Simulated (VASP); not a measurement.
# MgO (P6_3/mmc) in VASP: further runs, part 2 of 2

VASP 6.6.1. Earlier steps stand in the parts before.

## 3. Single point, PBEsol (volume 11.092 Å^3 an atom, c/a of the conventional cell 1.0632)

File INCAR:

```
SYSTEM = MgO
PREC     = Accurate       ! precision mode
ENCUT    = 520            ! plane-wave cutoff, eV
EDIFF    = 1E-6           ! SCF threshold, eV
ISMEAR   = 0              ! smearing method
SIGMA    = 0.05           ! smearing width, eV
LREAL    = .False.        ! projectors in reciprocal space
LASPH    = .True.         ! aspherical terms in the spheres
NELM     = 80             ! most SCF steps
ALGO     = Normal         ! electronic algorithm
ISIF     = 2              ! what is computed and relaxed
LWAVE    = .False.        ! write WAVECAR
LCHARG   = .False.        ! write CHGCAR
GGA      = PS             ! functional
NBANDS   = 16             ! bands
```

File KPOINTS:

```
Automatic mesh
0
Gamma
  9 9 6
  0 0 0
```

File POSCAR:

```
MgO
1.0
    3.6389369930      0.0000000000      0.0000000000
   -1.8194684965      3.1514118787      0.0000000000
    0.0000000000      0.0000000000      3.8689178110
Mg O
2 2
Direct
    0.6666666667      0.3333333333      0.7500000000
    0.3333333333      0.6666666667      0.2500000000
    0.6666666667      0.3333333333      0.2500000000
    0.3333333333      0.6666666667      0.7500000000
```

Potentials or basis: VASP PAW PBE potentials, release 64 (Mg, O).

Launch:

```bash
> cat potpaw_PBE.64/Mg/POTCAR potpaw_PBE.64/O/POTCAR > POTCAR
> mpirun -np 1 vasp_std > vasp.out
```

OUTCAR:

```text
SYSTEM = MgO
   PREC = Accurate
   ENCUT = 520
   EDIFF = 1E-6
   ISMEAR = 0
   LREAL = .False.
   LASPH = .True.
   NELM = 80
   ISIF = 2
   GGA = PS

 ion  position               nearest neighbor table
   1  0.667  0.333  0.750-   3 1.93   3 1.93   4 2.10   4 2.10   4 2.10   2 2.86   2 2.86   2 2.86
                             2 2.86   2 2.86   2 2.86
   2  0.333  0.667  0.250-   4 1.93   4 1.93   3 2.10   3 2.10   3 2.10   1 2.86   1 2.86   1 2.86
                             1 2.86   1 2.86   1 2.86
   3  0.667  0.333  0.250-   1 1.93   1 1.93   2 2.10   2 2.10   2 2.10
   4  0.333  0.667  0.750-   2 1.93   2 1.93   1 2.10   1 2.10   1 2.10

  LATTYP: Found a hexagonal cell.
 ALAT       =     3.6389369930
 C/A-ratio  =     1.0632000000

  Lattice vectors:

 A1 = (   3.6389369930,   0.0000000000,   0.0000000000)
 A2 = (  -1.8194684965,   3.1514118787,   0.0000000000)
 A3 = (   0.0000000000,   0.0000000000,   3.8689178110)

Analysis of symmetry for initial positions (statically):
=====================================================================
 Subroutine PRICEL returns:
 Original cell was already a primitive cell.

 Routine SETGRP: Setting up the symmetry group for a
 hexagonal supercell.

 Subroutine GETGRP returns: Found 24 space group operations
 (whereof 12 operations were pure point group operations)
 out of a pool of 24 trial point group operations.

The static configuration has the point symmetry D_3d.
 The point group associated with its full space group is D_6h.

Analysis of symmetry for dynamics (positions and initial velocities):
=====================================================================
 Subroutine PRICEL returns:
 Original cell was already a primitive cell.

 Routine SETGRP: Setting up the symmetry group for a
 hexagonal supercell.

 Subroutine GETGRP returns: Found 24 space group operations
 (whereof 12 operations were pure point group operations)
 out of a pool of 24 trial point group operations.

[... 121 lines left out ...]
   EFERMI_NEDOS =   21; number of points for ismear=-14 and -15
   IALGO  =     38    algorithm
   IMIX   =      4    mixing-type and parameters
     AMIX     =   0.40;   BMIX     =  1.00
     AMIX_MAG =   1.60;   BMIX_MAG =  1.00
  volume/ion in A,a.u.               =      11.09        74.85
  Fermi-wavevector in a.u.,A,eV,Ry     =   1.165266  2.202034 18.474602  1.357845
  Thomas-Fermi vector in A             =   2.301794
   LORBIT       =      0    0 simple, 1 ext, 2 COOP (PROOUT), +10 PAW based schemes
   GGA     = PS    functional components
   LHFCALC =     F    Hartree Fock is set to
   AEXX    =    0.0000 exact exchange contribution
   IVDW    =     0    specifies the selected vdW correction
   LEPSILON=     F    determine dielectric tensor
   LRPA    =     F    only Hartree local field effects (RPA)
 non-spin polarized calculation
 Gauss-broadening in eV      SIGMA  =   0.05
  energy-cutoff  :      520.00
  volume of cell :       44.37
 maximum number of plane-waves:      1216
 NGX is ok and might be reduce to    28
   NGX = 13   NGY = 13   NGZ = 15

 number of electron      16.0000010 magnetization

 Free energy of the ion-electron system (eV)
  ---------------------------------------------------
  ext. energy  EPLUGINS =         0.00000000
  ---------------------------------------------------
  free energy    TOTEN  =       -24.47483591 eV

  energy without entropy =      -24.47483591  energy(sigma->0) =      -24.47483591

 E-fermi :   1.8168     XC(G=0): -10.2191

 val. band max:        1.5761957884   @ k =   0.0000   0.0000   0.0000
 cond. band min:       4.9825880811   @ k =   0.0000   0.0000   0.0000
 fundamental gap:      3.4063922928
 Fermi energy:         1.8168220393

 k-point     1 :       0.0000    0.0000    0.0000
  band No.  band energies     occupation
      1     -15.1118      2.00000
      2     -13.5482      2.00000
      3      -1.5912      2.00000
      4      -0.1790      2.00000
      5      -0.1790      2.00000
      6       1.0908      2.00000
[... 433 lines left out ...]
      3      -1.8214      2.00000
      4      -1.0513      2.00000
      5      -1.0513      2.00000
      6       0.6723      2.00000
[... 8 lines left out ...]
     15      16.6569      0.00000
     16      18.1940      0.00000

 [... further k-points ...]
[... 5 lines left out ...]
  --------------------------------------------------------------------------------------
  -------------------------------------------------------------------------------------
  Total       -1.3011450     -1.3011450      6.4973009      0.0000000     -0.0000000      0.0000000
  in kB      -46.9858482    -46.9858482    234.6250386      0.0000000     -0.0000000      0.0000000
  external PRESSURE =      46.8844474 kB  Pullay stress =       0.0000000 kB

 VOLUME and BASIS-vectors are now :
 -----------------------------------------------------------------------------
  energy-cutoff  :      520.00
  volume of cell :       44.37
      direct lattice vectors                 reciprocal lattice vectors
     3.638936993  0.000000000  0.000000000     0.274805528  0.158659045  0.000000000
    -1.819468497  3.151411879  0.000000000     0.000000000  0.317318091  0.000000000
     0.000000000  0.000000000  3.868917811     0.000000000  0.000000000  0.258470210

 POSITION                                       TOTAL-FORCE (eV/Angst)
 -----------------------------------------------------------------------------------
      1.81947      1.05047      2.90169        -0.000000      0.000000      0.000000
     -0.00000      2.10094      0.96723         0.000000     -0.000000      0.000000
      1.81947      1.05047      0.96723         0.000000     -0.000000      0.000000
     -0.00000      2.10094      2.90169        -0.000000      0.000000      0.000000
 -----------------------------------------------------------------------------------
    total drift:                               -0.000000      0.000000     -0.000000

  FREE ENERGIE OF THE ION-ELECTRON SYSTEM (eV)
  ---------------------------------------------------
  free  energy   TOTEN  =       -24.4748359135 eV

  energy  without entropy=      -24.4748359135  energy(sigma->0) =      -24.47483591
```

stdout:

```text
POSCAR found type information on POSCAR MgO
 POSCAR found :  2 types and       4 ions
 scaLAPACK will be used
 -----------------------------------------------------------------------------
|                                                                             |
|                                                                             |
|     You enforced a specific xc type in the INCAR file but a different       |
|     I HOPE YOU KNOW WHAT YOU ARE DOING!                                     |
|                                                                             |
 -----------------------------------------------------------------------------

 LDA part: xc-table for (Slater+PW92), standard interpolation
 POSCAR, INCAR and KPOINTS ok, starting setup
 FFT: planning ... GRIDC
 FFT: planning ... GRID_SOFT
 FFT: planning ... GRID
 WAVECAR not read
 entering main loop
```

It took 16 s on 1 thread of Intel Xeon Platinum 8488C (Sapphire Rapids), shared host; peak memory 0.17 GiB.

Results:

| Item | Value |
| --- | --- |
| Free energy | -24.4748 eV |
| Pressure | 4.7 GPa |
| Band gap on the k mesh | 3.41 eV, direct |

Levels at points of the mesh, in eV from the valence-band top:
| k point | band 4 | band 5 | band 6 | band 7 | band 8 | band 9 | band 10 | band 11 | band 12 | band 13 |
| --- | --- | --- | --- | --- | --- | --- | --- | --- | --- | --- |
| (0.00, 0.00, 0.00) | -1.76 | -1.76 | -0.49 | -0.49 | 0.00 | 3.41 | 10.12 | 11.86 | 11.86 | 13.36 |
| (0.00, 0.00, 0.50) | -2.36 | -1.15 | -1.15 | -1.15 | -1.15 | 6.58 | 6.58 | 12.21 | 12.21 | 12.21 |

Caveat: the PAW data sets were made with another functional, which shifts forces and pressure a little.

## 4. Single point, PBEsol (volume 11.536 Å^3 an atom, c/a of the conventional cell 1.2753)

File INCAR:

```
SYSTEM = MgO
ALGO = Normal
EDIFF = 1E-7
ENCUT = 520
GGA = PS
ISIF = 2
ISMEAR = 0
LASPH = .True.
LCHARG = .True.
LELF = .True.
LREAL = .False.
LVHAR = .True.
LWAVE = .False.
NBANDS = 16
NELM = 60
PREC = Accurate
SIGMA = 0.05
```

File KPOINTS:

```
k-points
0
Gamma
  9 9 6
  0 0 0
```

File POSCAR:

```
MgO
1.0
    3.4699569155      0.0000000000      0.0000000000
   -1.7349784578      3.0050708389      0.0000000000
    0.0000000000      0.0000000000      4.4252360544
Mg O
2 2
Direct
    0.6666666667      0.3333333333      0.7500000000
    0.3333333333      0.6666666667      0.2500000000
    0.6666666667      0.3333333333      0.2500000000
    0.3333333333      0.6666666667      0.7500000000
```

Launch:

```bash
> cat potpaw_PBE.64/Mg/POTCAR potpaw_PBE.64/O/POTCAR > POTCAR
> mpirun -np 1 vasp_std > vasp.out
```

It took 20 s on 1 thread of Intel Xeon Platinum 8488C (Sapphire Rapids), shared host; peak memory 0.19 GiB.

It converged, with:

```
Free energy            : -24.6794 eV
Pressure               : -4.6 GPa
Band gap on the k mesh : 2.99 eV, direct
```

Stress tensor (GPa, compression positive):
```
-1.99  0.00  0.00
 0.00 -1.99  0.00
 0.00  0.00 -9.85
```

Levels at points of the mesh, in eV from the valence-band top:
| k point | band 4 | band 5 | band 6 | band 7 | band 8 | band 9 | band 10 | band 11 | band 12 | band 13 |
| --- | --- | --- | --- | --- | --- | --- | --- | --- | --- | --- |
| (0.00, 0.00, 0.00) | -1.65 | -1.65 | -0.90 | -0.90 | 0.00 | 2.99 | 8.76 | 11.11 | 12.44 | 12.44 |
| (0.00, 0.00, 0.50) | -2.41 | -1.29 | -1.29 | -1.29 | -1.29 | 5.96 | 5.96 | 12.81 | 12.81 | 12.81 |

Caveat: the PAW data sets were made with another functional, which shifts forces and pressure a little.

## 5. Single point, PBEsol (volume 11.536 Å^3 an atom, c/a of the conventional cell 1.1296)

File INCAR:

```
PREC = Accurate
ENCUT = 520
EDIFF = 1E-6
ISMEAR = 0
SIGMA = 0.05
LREAL = False
LASPH = True
NELM = 60
ALGO = Normal
ISIF = 2
LWAVE = False
LCHARG = False
GGA = PS
NBANDS = 16
```

File KPOINTS:

```
regular mesh
0
Gamma
  9 9 6
```

File POSCAR:

```
MgO
1.0
    3.6131554028      0.0000000000      0.0000000000
   -1.8065777015      3.1290843667      0.0000000000
    0.0000000000      0.0000000000      4.0814203431
Mg O
2 2
Direct
    0.6666666667      0.3333333333      0.7500000000
    0.3333333333      0.6666666667      0.2500000000
    0.6666666667      0.3333333333      0.2500000000
    0.3333333333      0.6666666667      0.7500000000
```

Launch:

```bash
> cat potpaw_PBE.64/Mg/POTCAR potpaw_PBE.64/O/POTCAR > POTCAR
> mpirun -np 1 vasp_std > vasp.out
```

Run time: 18 s. Hardware: 1 thread of Intel Xeon Platinum 8488C (Sapphire Rapids), shared host; peak memory 0.18 GiB.

The run converged. Its results:

```yaml
Free_energy: -24.6798 eV
Pressure: -3.9 GPa
Band_gap_on_the_k_mesh: 3.17 eV, direct
```

Stress tensor (GPa, compression positive):
```
-7.02  0.00  0.00
 0.00 -7.02  0.00
 0.00  0.00  2.27
```

Levels at points of the mesh, in eV from the valence-band top:
```
           k point  band 5  band 6  band 7  band 8  band 9  band 10  band 11  band 12
(0.00, 0.00, 0.00)   -1.66   -0.59   -0.59    0.00    3.17     9.35    11.84    11.84
(0.00, 0.00, 0.50)   -1.14   -1.14   -1.14   -1.14    6.25     6.25    12.19    12.19
```

Caveat: the PAW data sets were made with another functional, which shifts forces and pressure a little.

## 6. Single point, PBEsol (volume 11.536 Å^3 an atom, c/a of the conventional cell 1.0006)

File INCAR:

```
ALGO = Normal
EDIFF = 1E-6
ENCUT = 520
GGA = PS
ISIF = 2
ISMEAR = 0
LASPH = T
LCHARG = F
LREAL = F
LWAVE = F
NBANDS = 16
NELM = 60
PREC = Accurate
SIGMA = 0.05
```

File KPOINTS:

```
k-points
0
Gamma
  9 9 6
```

File POSCAR:

```
MgO
1.0
    3.7621955854      0.0000000000      0.0000000000
   -1.8810977927      3.2581569510      0.0000000000
    0.0000000000      0.0000000000      3.7644529028
Mg O
2 2
Direct
    0.6666666667      0.3333333333      0.7500000000
    0.3333333333      0.6666666667      0.2500000000
    0.6666666667      0.3333333333      0.2500000000
    0.3333333333      0.6666666667      0.7500000000
```

Potentials or basis: VASP PAW PBE potentials, release 64 (Mg, O).

Launch:

```bash
> cat potpaw_PBE.64/Mg/POTCAR potpaw_PBE.64/O/POTCAR > POTCAR
> mpirun -np 1 vasp_std > vasp.out
```

It took 15 s on 1 thread of Intel Xeon Platinum 8488C (Sapphire Rapids), shared host; peak memory 0.17 GiB.

It converged, with:

```yaml
Free_energy: -24.1360 eV
Pressure: 5.2 GPa
Band_gap_on_the_k_mesh: 3.14 eV, indirect (least direct gap 3.31 eV)
```

Stress tensor (GPa, compression positive):
```
-8.46  0.00  0.00
 0.00 -8.46  0.00
 0.00  0.00 32.45
```

Levels at points of the mesh, in eV from the valence-band top:
```csv
k point,band 5,band 6,band 7,band 8,band 9,band 10,band 11,band 12
"(0.00, 0.00, 0.00)",-1.85,-0.46,-0.46,-0.18,3.14,10.18,11.29,11.29
"(0.00, 0.00, 0.50)",-1.17,-1.17,-1.17,-1.17,6.38,6.38,11.64,11.64
```

Caveat: the PAW data sets were made with another functional, which shifts forces and pressure a little.

## 7. Overview

```tsv
cell	gap on the mesh (eV)	pressure (GPa)
a = 3.356, b = 3.356, c = 4.548 Å, angles 90.0, 90.0, 120.0°, 4 atoms	3.15	2.7
a = 3.639, b = 3.639, c = 3.869 Å, angles 90.0, 90.0, 120.0°, 4 atoms	3.41	4.7
a = 3.470, b = 3.470, c = 4.425 Å, angles 90.0, 90.0, 120.0°, 4 atoms	2.99	-4.6
a = 3.613, b = 3.613, c = 4.081 Å, angles 90.0, 90.0, 120.0°, 4 atoms	3.17	-3.9
a = 3.762, b = 3.762, c = 3.764 Å, angles 90.0, 90.0, 120.0°, 4 atoms	3.14	5.2
```

Alike in all rows: task single point; level PBEsol; potentials or basis VASP PAW PBE potentials, release 64 (Mg, O); no spin polarisation; k mesh 9 × 9 × 6; cutoff (eV) 520; smearing gaussian 0.05 eV.

Caveats: the PAW data sets were made with another functional, which shifts forces and pressure a little.

Total energies depend on the potentials used, so only differences within one code and one set of settings carry meaning.
